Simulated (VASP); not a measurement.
Crystal: Sb.

```xyz
1
Lattice="-1.5973 1.5973 2.7476 1.5973 -1.5973 2.7476 1.5973 1.5973 -2.7476" Properties=species:S:1:pos:R:3 pbc="T T T"
Sb    0.0000    0.0000    0.0000
```

Base run:

* Program: VASP 6.6.1
* Functional: r2SCAN
* Potentials or basis: VASP PAW PBE potentials, release 64 (Sb)
* Cutoff: 520 eV
* k mesh: 12 × 12 × 12
* Occupations: fermi-dirac, width 0.05 eV
* Spin: no spin polarisation

Its results: pressure -1.3 GPa.

Question: After a change of settings the same cell gave: pressure -4.5 GPa. Which change was it?
A. functional from r2SCAN to LDA; potentials or basis from VASP PAW PBE potentials, release 64 (Sb) to VASP PAW LDA potentials, release 64 (Sb)
B. functional from r2SCAN to PBEsol
C. functional from r2SCAN to PBE

Answer: A.

Caveats: the PAW data sets were made with another functional, which shifts forces and pressure a little (some runs).
